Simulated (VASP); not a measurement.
Wanted: the native input for a VASP 6.6.1 run.

| Item | Value |
| --- | --- |
| Task | single point |
| Functional | PBE |
| Potentials or basis | VASP PAW PBE potentials, release 64 (Cd, Se) |
| Cutoff | 520 eV |
| k mesh | 10 × 10 × 10 |
| Occupations | gaussian, width 0.05 eV |
| Spin | no spin polarisation |
| Dipole correction | no |
| Further INCAR settings | ALGO = Normal; EDIFF = 1e-06; NBANDS = 16 |

The structure of CdSe lies in POSCAR:

```
CdSe
1.0
    0.0000000000      3.2237847585      3.2237847585
    3.2237847585      0.0000000000      3.2237847585
    3.2237847585      3.2237847585      0.0000000000
Cd Se
1 1
Direct
    0.0000000000      0.0000000000      0.0000000000
    0.7500000000      0.7500000000      0.7500000000
```

This cell differs from its parent crystal: strain +0.050 along x and y, +0.050 along z.

One way to write it, as run:

INCAR

```
PREC     = Accurate       # precision mode
ENCUT    = 520            # plane-wave cutoff, eV
EDIFF    = 1E-6           # SCF threshold, eV
ISMEAR   = 0              # smearing method
SIGMA    = 0.05           # smearing width, eV
LREAL    = False          # projectors in reciprocal space
LASPH    = True           # aspherical terms in the spheres
NELM     = 60             # most SCF steps
ALGO     = Normal         # electronic algorithm
ISIF     = 2              # what is computed and relaxed
LWAVE    = False          # write WAVECAR
LCHARG   = False          # write CHGCAR
GGA      = PE             # functional
NBANDS   = 16             # bands
```

KPOINTS

```
Automatic mesh
0
Gamma
  10 10 10
```

Potentials or basis: VASP PAW PBE potentials, release 64 (Cd, Se).

Run with:

```console
$ cat potpaw_PBE.64/Cd/POTCAR potpaw_PBE.64/Se/POTCAR > POTCAR
$ mpirun -np 1 vasp_std > vasp.out
```

It gave:

The pressure is -3.9 GPa and the band gap on the k mesh is 0.25 eV, direct.

Caveat: the cell differs from its parent crystal (strain +0.050 along x and y, +0.050 along z).

Run time: 33 s on 1 thread of Intel Xeon 6975P-C (shared host), peak memory 0.23 GiB.
